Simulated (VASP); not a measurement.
Co: relaxation of cell and atoms with LDA

Co:

```
Co
1.0
     2.49377    0.00000    0.00000
    -1.24688    2.15967    0.00000
     0.00000    0.00000    4.03307
Co
2
Direct
  0.33333 0.66667 0.25000
  0.66667 0.33333 0.75000
```

* Program: VASP 6.6.1
* Task: relaxation of cell and atoms
* Functional: LDA
* Potentials or basis: VASP PAW LDA potentials, release 64 (Co)
* Cutoff: 600 eV
* k mesh: 21 × 21 × 10
* Occupations: gaussian, width 0.1 eV
* Spin: collinear spin, ferromagnetic start
* Starting moments: [1.86, 1.86] μB
* Dipole correction: no
* Further INCAR settings: ALGO = Normal; EDIFF = 1e-06; IBRION = 2; EDIFFG = -0.005; NSW = 70; ISIF = 3

The relaxed volume is 9.97 Å³/atom and the relaxed cell is a = 2.426 Å, b = 2.426 Å, c = 3.910 Å, α = 90.00°, β = 90.00°, γ = 120.00°. The space group after relaxing (to 0.1 Å) is P6_3/mmc (No. 194). The energy gained by relaxing is 58.0 meV/atom. The ionic steps are 9. The pressure after relaxing is 0.0 GPa, the net moment is 2.99 μB per cell and the site moments are Co +1.49 μB. The valence electrons inside the program's atomic spheres are Co 8.46.

Step by step:
```tsv
step	energy change (eV)	largest force (eV/Å)	pressure (GPa)	volume (Å³)
1	0.0000	0.0000	-19.26	21.72
2	0.0958	0.0000	35.01	17.87
3	-0.1158	0.0000	-0.72	20.00
4	-0.1159	0.0000	-0.09	19.95
5	-0.1159	0.0000	0.35	19.91
6	-0.1159	0.0000	-0.38	19.97
7	-0.1160	0.0000	-0.19	19.95
8	-0.1160	0.0000	-0.12	19.95
9	-0.1160	0.0000	0.05	19.93
```

Final structure:
```xyz
2
Lattice="2.4263 0.0000 0.0000 -1.2131 2.1012 0.0000 0.0000 0.0000 3.9101" Properties=species:S:1:pos:R:3 pbc="T T T"
Co    0.0000    1.4008    0.9775
Co    1.2131    0.7004    2.9326
```

Levels at points of the mesh, in eV from the Fermi level:
Spin up:
```csv
k point,band 7,band 8,band 9,band 10,band 11,band 12,band 13,band 14
"(0.00, 0.00, 0.00)",-2.17,-1.77,-1.77,-0.48,-0.48,-0.03,7.32,22.68
"(0.00, 0.00, 0.50)",-2.62,-2.62,-0.83,-0.83,-0.83,-0.83,16.17,16.17
```
Spin down:
```csv
k point,band 5,band 6,band 7,band 8,band 9,band 10
"(0.00, 0.00, 0.00)",-1.16,-0.75,-0.75,-0.30,-0.30,0.14
"(0.00, 0.00, 0.50)",-1.25,-1.25,-1.25,-1.25,0.71,0.71
```

It took 16 min on 1 thread of Oxide Virtual Turin-like Processor (shared host), peak memory 0.25 GiB.

LDA usually gives volumes a few per cent too small. Zero-point motion and thermal expansion aren't in these numbers.
